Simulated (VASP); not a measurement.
# O (Fmmm) in VASP: notebook, part 2 of 2

VASP 6.6.1.

### 4 Single point, LDA (atoms shifted along a free coordinate)

Contents of INCAR:

```
PREC = Accurate ; ENCUT = 520
EDIFF = 1E-6 ; ISMEAR = 0
SIGMA = 0.15 ; LREAL = F
LASPH = T ; NELM = 100
ALGO = Normal ; ISIF = 2
LWAVE = F ; LCHARG = T
GGA = CA ; LELF = T
LVHAR = T ; NBANDS = 13
```

Contents of KPOINTS:

```
regular mesh
0
Gamma
  20 20 20
```

Contents of POSCAR:

```
O
1.0
    0.0000000000      1.6445112404      3.7425218819
    1.6338947230      0.0000000000      3.7425218819
    1.6338947230      1.6445112404      0.0000000000
O
2
Direct
    0.0614908623      0.0614908623      0.9385091377
    0.9385091377      0.9385091377      0.0614908623
```

On the command line:

```sh
> cat potpaw_LDA.64/O/POTCAR > POTCAR
> mpirun -np 1 vasp_std > vasp.out
```

Run time: 6 min. Hardware: 1 thread of Intel Xeon 8259CL, shared host; peak memory 0.32 GiB.

It converged, with:

| Item | Value |
| --- | --- |
| Free energy | -3.2222 eV |
| Pressure | 181.7 GPa |
| Largest force | 76.146 eV/Å |
| Band gap on the k mesh | zero (bands 6 and 7 overlap by 3.08 eV) |

Forces on the atoms (eV/Å):
```
O     0.000   0.000  76.146
O     0.000   0.000 -76.146
```

Stress tensor (GPa, compression positive):
```
 -4.86   0.00   0.00
  0.00  -5.02   0.00
  0.00   0.00 555.00
```

Levels at points of the mesh, in eV from the Fermi level:
```tsv
k point	band 2	band 3	band 4	band 5	band 6	band 7	band 8	band 9	band 10	band 11
(0.00, 0.00, 0.00)	-15.45	-13.00	-12.93	-12.92	1.72	1.74	7.10	7.93	15.81	15.86
(0.50, 0.00, 0.00)	-16.74	-14.35	-12.55	-10.90	-2.50	2.17	9.09	12.44	14.76	15.06
(0.50, 0.50, 0.00)	-16.08	-12.94	-12.93	-12.11	1.83	1.84	6.07	7.54	15.37	19.19
(0.50, 0.00, 0.50)	-15.88	-15.80	-13.18	-9.63	-1.45	-1.08	7.00	14.41	14.52	17.81
(0.00, 0.50, 0.50)	-15.85	-15.84	-13.19	-9.62	-1.50	-1.04	6.99	14.36	14.68	17.65
```

Caveat: the cell differs from its parent crystal (atoms shifted along a free coordinate); the standard files for N, O and F lose accuracy on very short bonds; spin is off for a triplet molecule; atoms lie so close that the PAW spheres overlap strongly, which falsifies energies and pressures; the stress differs along the axes, from -5 to 555 GPa; forces of over 1 eV/Å act on the atoms, so gaps and moduli don't describe the material at rest.

### 5 Single point, LDA (atoms shifted along a free coordinate)

Contents of INCAR:

```
PREC = Accurate ; ENCUT = 520
EDIFF = 1E-6 ; ISMEAR = 0
SIGMA = 0.15 ; LREAL = False
LASPH = True ; NELM = 60
ALGO = Normal ; ISIF = 2
LWAVE = False ; LCHARG = True
GGA = CA ; LELF = True
LVHAR = True ; NBANDS = 13
```

Contents of KPOINTS:

```
Automatic mesh
0
Gamma
  20 20 20
```

Contents of POSCAR:

```
O
1.0
    0.0000000000      1.6445112404      3.7425218819
    1.6338947230      0.0000000000      3.7425218819
    1.6338947230      1.6445112404      0.0000000000
O
2
Direct
    0.0711688245      0.0711688245      0.9288311755
    0.9288311755      0.9288311755      0.0711688245
```

On the command line:

```sh
> cat potpaw_LDA.64/O/POTCAR > POTCAR
> mpirun -np 1 vasp_std > vasp.out
```

Run time: 6.6 min. Hardware: 1 thread of Intel Xeon 8259CL, shared host; peak memory 0.32 GiB.

It converged, with:

```yaml
Free_energy: -9.6976 eV
Pressure: 57.5 GPa
Largest_force: 21.527 eV/Å
Band_gap_on_the_k_mesh: zero (bands 6 and 7 overlap by 2.95 eV)
```

Forces on the atoms (eV/Å):
```
O     0.000   0.000  21.527
O     0.000   0.000 -21.527
```

Stress tensor (GPa, compression positive):
```
 -4.12   0.00   0.00
  0.00  -4.25   0.00
  0.00   0.00 180.79
```

Levels at points of the mesh, in eV from the Fermi level:
```
           k point  band 2  band 3  band 4  band 5  band 6  band 7  band 8  band 9  band 10  band 11
(0.00, 0.00, 0.00)  -14.69  -10.76   -8.22   -8.21    1.60    1.62    9.12   10.22    15.27    18.29
(0.50, 0.00, 0.00)  -13.66  -12.65   -8.79   -7.78   -2.33    2.04   10.94   14.12    16.01    16.91
(0.50, 0.50, 0.00)  -15.42   -9.52   -8.26   -8.24    1.72    1.74    7.19    9.23    16.41    17.69
(0.50, 0.00, 0.50)  -12.44  -11.64  -11.51   -7.71   -1.43   -1.04    9.12   14.48    16.48    18.33
(0.00, 0.50, 0.50)  -12.45  -11.59  -11.55   -7.70   -1.48   -1.01    9.12   14.43    16.65    18.32
```

Caveat: the cell differs from its parent crystal (atoms shifted along a free coordinate); the standard files for N, O and F lose accuracy on very short bonds; spin is off for a triplet molecule; the stress differs along the axes, from -4 to 181 GPa; forces of over 1 eV/Å act on the atoms, so gaps and moduli don't describe the material at rest.

### 6 Single point, LDA (atoms shifted along a free coordinate)

Contents of INCAR:

```
SYSTEM = O
PREC = Accurate
ENCUT = 520
EDIFF = 1E-6
ISMEAR = 0
SIGMA = 0.15
LREAL = .FALSE.
LASPH = .TRUE.
NELM = 60
ALGO = Normal
ISIF = 2
LWAVE = .FALSE.
LCHARG = .FALSE.
NBANDS = 13
```

Contents of KPOINTS:

```
Automatic mesh
0
G
  20 20 20
  0 0 0
```

Contents of POSCAR:

```
O
1.0
    0.0000000000      1.6445112404      3.7425218819
    1.6338947230      0.0000000000      3.7425218819
    1.6338947230      1.6445112404      0.0000000000
O
2
Direct
    0.0905247489      0.0905247489      0.9094752511
    0.9094752511      0.9094752511      0.0905247489
```

Potentials or basis: VASP PAW LDA potentials, release 64 (O).

On the command line:

```sh
> cat potpaw_LDA.64/O/POTCAR > POTCAR
> mpirun -np 1 vasp_std > vasp.out
```

Run time: 6.5 min. Hardware: 1 thread of Intel Xeon 8259CL, shared host; peak memory 0.31 GiB.

It converged, with:

```
Free energy            : -10.5206 eV
Pressure               : -24.4 GPa
Largest force          : 6.483 eV/Å
Band gap on the k mesh : zero (bands 6 and 7 overlap by 2.98 eV)
```

Forces in eV/Å, atoms in the order of the input:
```
O    0.000  0.000 -6.483
O    0.000  0.000  6.483
```

Stress tensor (GPa, compression positive):
```
 -1.45   0.00   0.00
  0.00  -1.56   0.00
  0.00   0.00 -70.25
```

Levels at points of the mesh, in eV from the Fermi level:
| k point | band 2 | band 3 | band 4 | band 5 | band 6 | band 7 | band 8 | band 9 | band 10 | band 11 |
| --- | --- | --- | --- | --- | --- | --- | --- | --- | --- | --- |
| (0.00, 0.00, 0.00) | -14.55 | -7.91 | -2.61 | -2.59 | 1.54 | 1.56 | 7.18 | 11.54 | 14.81 | 19.59 |
| (0.50, 0.00, 0.00) | -13.66 | -7.73 | -6.01 | -2.19 | -2.14 | 2.03 | 6.46 | 16.09 | 16.65 | 18.62 |
| (0.50, 0.50, 0.00) | -15.51 | -5.87 | -2.73 | -2.70 | 1.75 | 1.76 | 4.36 | 11.88 | 14.25 | 20.74 |
| (0.50, 0.00, 0.50) | -12.46 | -6.56 | -6.24 | -5.14 | -1.54 | -0.98 | 7.13 | 11.95 | 18.05 | 18.65 |
| (0.00, 0.50, 0.50) | -12.47 | -6.51 | -6.29 | -5.12 | -1.58 | -0.94 | 7.11 | 11.94 | 18.04 | 18.80 |

Caveat: the cell differs from its parent crystal (atoms shifted along a free coordinate); the stress differs along the axes, from -70 to -1 GPa; forces of over 1 eV/Å act on the atoms, so gaps and moduli don't describe the material at rest.

### 7 Single point, LDA (atoms shifted along a free coordinate)

Contents of INCAR:

```
  PREC = Accurate
  ENCUT = 520
  EDIFF = 1E-6
  ISMEAR = 0
  SIGMA = 0.15
  LREAL = False
  LASPH = True
  NELM = 80
  ALGO = Normal
  ISIF = 2
  LWAVE = False
  LCHARG = False
  GGA = CA
  NBANDS = 13
```

Contents of KPOINTS:

```
regular mesh
0
Gamma
  20 20 20
```

Contents of POSCAR:

```
O
1.0
    0.0000000000      1.6653423155      3.7899285231
    1.6545913183      0.0000000000      3.7899285231
    1.6545913183      1.6653423155      0.0000000000
O
2
Direct
    0.1002027111      0.1002027111      0.8997972889
    0.8997972889      0.8997972889      0.1002027111
```

On the command line:

```sh
> cat potpaw_LDA.64/O/POTCAR > POTCAR
> mpirun -np 1 vasp_std > vasp.out
```

Wall time 6.7 min (1 thread of Intel Xeon 8259CL, shared host); peak memory 0.33 GiB.

It converged, with:

```
Free energy            : -9.2471 eV
Pressure               : -34.8 GPa
Largest force          : 8.380 eV/Å
Band gap on the k mesh : zero (bands 6 and 7 overlap by 2.90 eV)
```

Forces on the atoms (eV/Å):
```
O    0.000  0.000 -8.380
O    0.000  0.000  8.380
```

Stress tensor (GPa, compression positive):
```
 -2.77   0.00   0.00
  0.00  -2.88   0.00
  0.00   0.00 -98.63
```

Levels at points of the mesh, in eV from the Fermi level:
| k point | band 2 | band 3 | band 4 | band 5 | band 6 | band 7 | band 8 | band 9 | band 10 | band 11 |
| --- | --- | --- | --- | --- | --- | --- | --- | --- | --- | --- |
| (0.00, 0.00, 0.00) | -14.67 | -6.77 | -1.01 | -0.99 | 1.45 | 1.47 | 4.79 | 12.07 | 16.65 | 19.40 |
| (0.50, 0.00, 0.00) | -13.94 | -6.00 | -4.98 | -2.01 | -0.59 | 1.96 | 4.13 | 16.91 | 17.37 | 18.18 |
| (0.50, 0.50, 0.00) | -15.70 | -4.51 | -1.19 | -1.17 | 1.72 | 1.73 | 2.37 | 12.67 | 14.64 | 21.47 |
| (0.50, 0.00, 0.50) | -12.84 | -4.91 | -4.45 | -4.13 | -1.55 | -0.87 | 4.63 | 12.89 | 18.20 | 19.08 |
| (0.00, 0.50, 0.50) | -12.85 | -4.87 | -4.50 | -4.11 | -1.59 | -0.84 | 4.61 | 12.88 | 18.20 | 19.22 |

Caveat: the cell differs from its parent crystal (atoms shifted along a free coordinate); the stress differs along the axes, from -99 to -3 GPa; forces of over 1 eV/Å act on the atoms, so gaps and moduli don't describe the material at rest.

### 8 Overview

```csv
cell,gap on the mesh (eV),pressure (GPa),largest force (eV/Å)
"a = 4.088, b = 4.084, c = 2.318 Å, angles 73.6, 73.4, 33.0°, 2 atoms, atomic positions A",none,-33.5,8.34
"a = 4.088, b = 4.084, c = 2.318 Å, angles 73.6, 73.4, 33.0°, 2 atoms, atomic positions B",none,-0.3,0.58
"a = 4.088, b = 4.084, c = 2.318 Å, angles 73.6, 73.4, 33.0°, 2 atoms, atomic positions C",none,181.7,76.15
"a = 4.088, b = 4.084, c = 2.318 Å, angles 73.6, 73.4, 33.0°, 2 atoms, atomic positions D",none,57.5,21.53
"a = 4.088, b = 4.084, c = 2.318 Å, angles 73.6, 73.4, 33.0°, 2 atoms, atomic positions E",none,-24.4,6.48
"a = 4.140, b = 4.135, c = 2.348 Å, angles 73.6, 73.4, 33.0°, 2 atoms, atomic positions A",none,-34.8,8.38
```

Alike in all rows: task single point; level LDA; potentials or basis VASP PAW LDA potentials, release 64 (O); no spin polarisation; k mesh 20 × 20 × 20; cutoff (eV) 520; smearing gaussian 0.15 eV.

Caveats: forces of over 1 eV/Å act on the atoms, so gaps and moduli don't describe the material at rest (at least some runs); the standard files for N, O and F lose accuracy on very short bonds (at least some runs); spin is off for a triplet molecule (at least some runs); the stress differs along the axes, from -100 to -0 GPa (at least some runs); the stress differs along the axes, from -3 to 5 GPa (at least some runs); atoms lie so close that the PAW spheres overlap strongly, which falsifies energies and pressures (at least some runs); the stress differs along the axes, from -5 to 555 GPa (at least some runs).

Absolute energies hang on the potentials; compare differences alone.
